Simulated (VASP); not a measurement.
# MgH2 in VASP: notebook

MgH2 is run at these levels: PBE; tasks: single point.

All numbers are computed with VASP 6.6.1; they aren't measurements. Logs are shortened: lines on timing, memory, paths and dates and some standing lists are left out, and cuts for length are marked.

## 1. The cell of the first run

The typed cell holds 3 atoms: a = 3.363 Å, b = 3.363 Å, c = 3.363 Å, α = 120.62°, β = 89.96°, γ = 119.43°.

## 2. Single point, PBE

The input, INCAR:

```
SYSTEM = MgH2
ALGO     = Normal         ! electronic algorithm
EDIFF    = 1E-7           ! SCF threshold, eV
ENCUT    = 520            ! plane-wave cutoff, eV
GGA      = PE             ! functional
ISIF     = 2              ! what is computed and relaxed
ISMEAR   = 0              ! smearing method
LASPH    = .True.         ! aspherical terms in the spheres
LCHARG   = .True.         ! write CHGCAR
LELF     = .True.         ! ELF
LREAL    = .False.        ! projectors in reciprocal space
LVHAR    = .True.       
LWAVE    = .False.        ! write WAVECAR
NBANDS   = 9              ! bands
NELM     = 100            ! most SCF steps
PREC     = Accurate       ! precision mode
SIGMA    = 0.1            ! smearing width, eV
```

The input, KPOINTS:

```
k-points
0
Gamma
  8 8 8
  0 0 0
```

The input, POSCAR:

```
MgH2
1.0
   -1.6657876729      2.3787852496      1.6958416285
    1.6657876729     -2.3787852496      1.6958416285
    1.6657876729      2.3787852496     -1.6958416285
Mg H
1 2
Direct
    0.2711861119      0.7711861119      0.5000000000
    1.0202933726      0.2711396216      0.7491537510
    0.5219858706      0.2711396216      0.2508462490
```

Potentials or basis: VASP PAW PBE potentials, release 64 (Mg, H).

The run is started by

```console
$ cat potpaw_PBE.64/Mg/POTCAR potpaw_PBE.64/H/POTCAR > POTCAR
$ mpirun -np 1 vasp_std > vasp.out
```

OUTCAR:

```text
SYSTEM = MgH2
   EDIFF = 1E-7
   ENCUT = 520
   GGA = PE
   ISIF = 2
   ISMEAR = 0
   LASPH = .True.
   LREAL = .False.
   NELM = 100
   PREC = Accurate

 ion  position               nearest neighbor table
   1  0.271  0.771  0.500-   2 2.05   3 2.05   3 2.05   2 2.05   2 2.07   3 2.07   2 2.07   3 2.07

   2  0.020  0.271  0.749-   1 2.05   1 2.05   1 2.07   1 2.07
   3  0.522  0.271  0.251-   1 2.05   1 2.05   1 2.07   1 2.07

  LATTYP: Found a body centered orthorhombic cell.
 ALAT       =     3.3315753458
 B/A-ratio  =     1.0180418886
 C/A-ratio  =     1.4280242844

  Lattice vectors:

 A1 = (   1.6657876729,  -2.3787852496,  -1.6958416285)
 A2 = (  -1.6657876729,  -2.3787852496,   1.6958416285)
 A3 = (  -1.6657876729,   2.3787852496,  -1.6958416285)

Analysis of symmetry for initial positions (statically):
=====================================================================
 Subroutine PRICEL returns:
 Original cell was already a primitive cell.

 Routine SETGRP: Setting up the symmetry group for a
 body centered orthorhombic supercell.

 Subroutine GETGRP returns: Found  4 space group operations
 (whereof  4 operations were pure point group operations)
 out of a pool of  8 trial point group operations.

The static configuration has the point symmetry C_2v.

Analysis of symmetry for dynamics (positions and initial velocities):
=====================================================================
 Subroutine PRICEL returns:
 Original cell was already a primitive cell.

 Routine SETGRP: Setting up the symmetry group for a
 body centered orthorhombic supercell.

 Subroutine GETGRP returns: Found  4 space group operations
 (whereof  4 operations were pure point group operations)
 out of a pool of  8 trial point group operations.

The dynamic configuration has the point symmetry C_2v.

 Subroutine INISYM returns: Found  4 space group operations
 (whereof  4 operations are pure point group operations),
 and found     1 'primitive' translations

----------------------------------------------------------------------------------------

                                     Primitive cell

  volume of cell :      26.8794

  direct lattice vectors                    reciprocal lattice vectors
    -1.665787673  2.378785250  1.695841628     0.000000000  0.210191315  0.294838853
     1.665787673 -2.378785250  1.695841628     0.300158302  0.000000000  0.294838853
     1.665787673  2.378785250 -1.695841628     0.300158302  0.210191315  0.000000000

  length of vectors
     3.362937208  3.362937208  3.362937208     0.362091615  0.420743337  0.366436073

  position of ions in fractional coordinates (direct lattice)
     0.271186112  0.771186112  0.500000000
     0.020293373  0.271139622  0.749153751
     0.521985871  0.271139622  0.250846249

  ion indices of the primitive-cell ions
   primitive index   ion index
                 1           1
                 2           2
                 3           3

----------------------------------------------------------------------------------------

 KPOINTS: k-points

Automatic generation of k-mesh.
 Grid dimensions read from file:
 generate k-points for:    8    8    8

 Generating k-lattice:

  Cartesian coordinates                     Fractional coordinates (reciprocal lattice)
     0.000000000  0.026273914  0.036854857     0.125000000  0.000000000  0.000000000
     0.037519788  0.000000000  0.036854857     0.000000000  0.125000000  0.000000000
     0.037519788  0.026273914  0.000000000     0.000000000  0.000000000  0.125000000

  Length of vectors
     0.045261452  0.052592917  0.045804509

  Shift w.r.t. Gamma in fractional coordinates (k-lattice)
     0.000000000  0.000000000  0.000000000

 Subroutine IBZKPT returns following result:
 ===========================================

 Found     95 irreducible k-points:

 Following reciprocal coordinates:
            Coordinates               Weight
  0.000000  0.000000  0.000000      1.000000
  0.125000 -0.000000  0.000000      4.000000
  0.250000 -0.000000  0.000000      4.000000
  0.375000 -0.000000  0.000000      4.000000
  0.500000 -0.000000  0.000000      2.000000
 -0.000000  0.125000  0.000000      4.000000
[... 16 lines left out ...]
  0.125000  0.375000  0.000000      8.000000
  0.250000  0.375000  0.000000      8.000000
 [... further k-points ...]
   k-points           NKPTS =     95   k-points in BZ     NKDIM =     95   number of bands    NBANDS=      9
   number of dos      NEDOS =    301   number of ions     NIONS =      3
   total plane-waves  NPLWV =  21952
   dimension x,y,z NGX =    28 NGY =   28 NGZ =   28
   dimension x,y,z NGXF=    56 NGYF=   56 NGZF=   56
   ions per type =               1   2
   NGX,Y,Z   is equivalent  to a cutoff of  13.84, 13.84, 13.84 a.u.
   NGXF,Y,Z  is equivalent  to a cutoff of  27.68, 27.68, 27.68 a.u.
 SYSTEM =  MgH2
   PREC   = accura    normal or accurate (medium, high low for compatibility)
   ISTART =      0    job   : 0-new  1-cont  2-samecut
   ICHARG =      2    charge: 1-file 2-atom 10-const
   ISPIN  =      1    spin polarized calculation?
   LNONCOLLINEAR =      F non collinear calculations
   LSORBIT =      F    spin-orbit coupling
   LASPH  =      T    aspherical Exc in radial PAW
   ENCUT  =  520.0 eV  38.22 Ry    6.18 a.u.   6.25  6.25  6.25*2*pi/ulx,y,z
   NELM   =    100;   NELMIN=  2; NELMDL= -5     # of ELM steps
   EDIFF  = 0.1E-06   stopping-criterion for ELM
   LREAL  =      F    real-space projection
   EDIFFG = 0.1E-05   stopping-criterion for IOM
   NSW    =      0    number of steps for IOM
   IBRION =     -1    ionic relax: 0-MD 1-quasi-New 2-CG
   NFREE  =      0    steps in history (QN), initial steepest desc. (CG)
   ISIF   =      2    stress and relaxation
   ISYM   =      2    0-nonsym 1-usesym 2-fastsym
   POTIM  = 0.5000    time-step for ionic-motion
   TEBEG  =    0.0;   TEEND  =   0.0 temperature during run
   PSTRESS=    0.0 pullay stress
   NELECT =       4.0000    total number of electrons
   NUPDOWN=      -1.0000    fix difference up-down
   EMIN   =  10.00;   EMAX   =-10.00  energy-range for DOS
   EFERMI =   0.00;   METHOD = LEGACY
   ISMEAR =     0;   SIGMA  =   0.10  broadening in eV -4-tet -1-fermi 0-gaus
   EFERMI_NEDOS =   21; number of points for ismear=-14 and -15
   IALGO  =     38    algorithm
   IMIX   =      4    mixing-type and parameters
     AMIX     =   0.40;   BMIX     =  1.00
     AMIX_MAG =   1.60;   BMIX_MAG =  1.00
  volume/ion in A,a.u.               =       8.96        60.46
  Fermi-wavevector in a.u.,A,eV,Ry     =   0.867537  1.639408 10.240028  0.752621
  Thomas-Fermi vector in A             =   1.986086
   LORBIT       =      0    0 simple, 1 ext, 2 COOP (PROOUT), +10 PAW based schemes
   GGA     = PE    functional components
   LHFCALC =     F    Hartree Fock is set to
   AEXX    =    0.0000 exact exchange contribution
   IVDW    =     0    specifies the selected vdW correction
   LEPSILON=     F    determine dielectric tensor
   LRPA    =     F    only Hartree local field effects (RPA)
 non-spin polarized calculation
 Gauss-broadening in eV      SIGMA  =   0.10
  energy-cutoff  :      520.00
  volume of cell :       26.88
 maximum number of plane-waves:       739
 NGX is ok and might be reduce to    28
   NGX = 13   NGY = 13   NGZ = 13

 number of electron       4.0000000 magnetization

 Free energy of the ion-electron system (eV)
  ---------------------------------------------------
  ext. energy  EPLUGINS =         0.00000000
  ---------------------------------------------------
  free energy    TOTEN  =        -8.49711697 eV

  energy without entropy =       -8.49576307  energy(sigma->0) =       -8.49644002

 E-fermi :   3.0905     XC(G=0):  -8.9644

 val. band max:        3.0163733019   @ k =  -0.1250   0.5000   0.1250
 cond. band min:       3.1418415752   @ k =  -0.0000   0.1250   0.0000
 fundamental gap:      0.1254682733
 Fermi energy:         3.0905274298

 k-point     1 :       0.0000    0.0000    0.0000
  band No.  band energies     occupation
      1      -7.0130      2.00000
      2       3.8725      0.00000
      3      12.1248      0.00000
      4      12.3070      0.00000
      5      12.5083      0.00000
      6      14.6815      0.00000
      7      14.9130      0.00000
      8      15.1316      0.00000
      9      15.6325      0.00000

 k-point     2 :       0.1250   -0.0000    0.0000
  band No.  band energies     occupation
      1      -6.7305      2.00000
      2       3.2140      0.08090
      3      11.0469      0.00000
      4      11.9009      0.00000
      5      12.1498      0.00000
      6      14.5052      0.00000
      7      15.6267      0.00000
      8      15.9070      0.00000
      9      16.3084      0.00000

 k-point     3 :       0.2500   -0.0000    0.0000
  band No.  band energies     occupation
      1      -5.8949      2.00000
      2       1.5077      2.00000
      3       9.9391      0.00000
      4      11.5298      0.00000
      5      11.7478      0.00000
      6      12.6882      0.00000
      7      14.6822      0.00000
      8      14.7777      0.00000
      9      17.8276      0.00000

 k-point     4 :       0.3750   -0.0000    0.0000
  band No.  band energies     occupation
      1      -4.5440      2.00000
      2      -0.6436      2.00000
      3       9.6121      0.00000
      4      11.1451      0.00000
      5      11.5559      0.00000
      6      11.7446      0.00000
      7      13.1287      0.00000
      8      13.2508      0.00000
      9      20.3821      0.00000
[... 205 lines left out ...]
 k-point    22 :       0.0000    0.3750    0.0000
  band No.  band energies     occupation
      1      -3.8906      2.00000
      2       0.9338      2.00000
      3       4.4942      0.00000
      4       8.0415      0.00000
      5       8.0449      0.00000
      6      11.3177      0.00000
      7      19.2270      0.00000
      8      21.9589      0.00000
      9      22.1321      0.00000

 k-point    23 :       0.1250    0.3750    0.0000
  band No.  band energies     occupation
      1      -2.9525      2.00000
      2       0.2012      2.00000
      3       3.3678      0.00009
      4       7.4020      0.00000
      5       7.9660      0.00000
      6      12.4194      0.00000
      7      18.3131      0.00000
      8      21.1337      0.00000
      9      23.3154      0.00000

 k-point    24 :       0.2500    0.3750    0.0000
  band No.  band energies     occupation
      1      -2.1041      2.00000
      2      -1.1058      2.00000
      3       3.4213      0.00000
      4       7.2751      0.00000
      5       8.4241      0.00000
      6      15.0861      0.00000
      7      16.4478      0.00000
      8      19.4373      0.00000
      9      20.9050      0.00000

 [... further k-points ...]

------------------------ aborting loop because EDIFF is reached ----------------------------------------

  FORCE on cell =-STRESS in cart. coord.  units (eV):
  Direction    XX          YY          ZZ          XY          YZ          ZX
  --------------------------------------------------------------------------------------
  -------------------------------------------------------------------------------------
  Total       -0.0343894     -0.0766893     -0.0857303      0.0000000      0.0000000      0.0000000
  in kB       -2.0498196     -4.5711470     -5.1100458      0.0000000      0.0000000      0.0000000
  external PRESSURE =      -3.9103375 kB  Pullay stress =       0.0000000 kB

 VOLUME and BASIS-vectors are now :
 -----------------------------------------------------------------------------
  energy-cutoff  :      520.00
  volume of cell :       26.88
      direct lattice vectors                 reciprocal lattice vectors
    -1.665787673  2.378785250  1.695841628     0.000000000  0.210191315  0.294838853
     1.665787673 -2.378785250  1.695841628     0.300158302  0.000000000  0.294838853
     1.665787673  2.378785250 -1.695841628     0.300158302  0.210191315  0.000000000

 POSITION                                       TOTAL-FORCE (eV/Angst)
 -----------------------------------------------------------------------------------
      1.66579      0.00000      0.91978        -0.000000      0.000000     -0.000442
      1.66579      1.18537     -0.77622         0.000000      0.001809      0.000221
      0.00000      1.19342      0.91962        -0.000000     -0.001809      0.000221
 -----------------------------------------------------------------------------------
    total drift:                                0.000000      0.000000     -0.000040

  FREE ENERGIE OF THE ION-ELECTRON SYSTEM (eV)
  ---------------------------------------------------
  free  energy   TOTEN  =        -8.4971169691 eV

  energy  without entropy=       -8.4957630678  energy(sigma->0) =       -8.49644002
```

Run time: 14 s. Hardware: 1 thread of Intel Xeon 6975P-C (Granite Rapids), shared host; peak memory 0.17 GiB.

Results:

```
Free energy            : -8.4971 eV
Pressure               : -0.4 GPa
Band gap on the k mesh : zero (band 2 reaches 3.87 eV, above the bottom of band 3 at 2.60 eV)
```

Stress tensor (GPa, compression positive):
```
-0.20  0.00  0.00
 0.00 -0.46  0.00
 0.00  0.00 -0.51
```

## 3. Single point, PBE (volume scaled by 0.88, then relaxed in part)

The input, INCAR:

```
ALGO     = Normal         # electronic algorithm
EDIFF    = 1E-6           # SCF threshold, eV
ENCUT    = 520            # plane-wave cutoff, eV
GGA      = PE             # functional
ISIF     = 2              # what is computed and relaxed
ISMEAR   = 0              # smearing method
LASPH    = True           # aspherical terms in the spheres
LCHARG   = False          # write CHGCAR
LREAL    = False          # projectors in reciprocal space
LWAVE    = False          # write WAVECAR
NBANDS   = 9              # bands
NELM     = 100            # most SCF steps
PREC     = Accurate       # precision mode
SIGMA    = 0.1            # smearing width, eV
```

The input, KPOINTS:

```
k-points
0
Gamma
  20 20 20
```

The input, POSCAR:

```
MgH2
1.0
   -1.6105560875      1.6131589891      2.2795048064
    1.6105560875     -1.6131589891      2.2795048064
    1.6105560875      1.6131589891     -2.2795048064
Mg H
1 2
Direct
    0.5000000000      0.5000000000      0.0000000000
    0.2499155372      0.7499155372      0.5000000000
    0.7500844628      0.2500844628      0.5000000000
```

Potentials or basis: VASP PAW PBE potentials, release 64 (Mg, H).

The run is started by

```console
$ cat potpaw_PBE.64/Mg/POTCAR potpaw_PBE.64/H/POTCAR > POTCAR
$ mpirun -np 1 vasp_std > vasp.out
```

It took 64 s on 1 thread of Intel Xeon 6975P-C (Granite Rapids), shared host; peak memory 0.37 GiB.

Results (log left out):

| Quantity | Value |
| --- | --- |
| Free energy | -8.4168 eV |
| Pressure | 9.0 GPa |
| Band gap on the k mesh | zero (band 2 reaches 4.93 eV, above the bottom of band 3 at 3.30 eV) |

Levels at points of the mesh, in eV from the Fermi level:
| k point | band 1 | band 2 | band 3 | band 4 | band 5 | band 6 |
| --- | --- | --- | --- | --- | --- | --- |
| (0.00, 0.00, 0.00) | -10.85 | 1.17 | 9.81 | 9.83 | 9.84 | 13.12 |
| (0.50, 0.00, 0.00) | -6.18 | -6.14 | 7.24 | 8.39 | 9.46 | 9.48 |
| (0.00, 0.50, 0.00) | -6.17 | -6.13 | 7.22 | 8.39 | 9.45 | 9.46 |
| (0.50, 0.50, 0.00) | -6.19 | -2.55 | -0.46 | 5.09 | 5.09 | 8.82 |
| (0.50, 0.50, 0.50) | -6.19 | -2.55 | -0.46 | 5.06 | 5.11 | 8.82 |
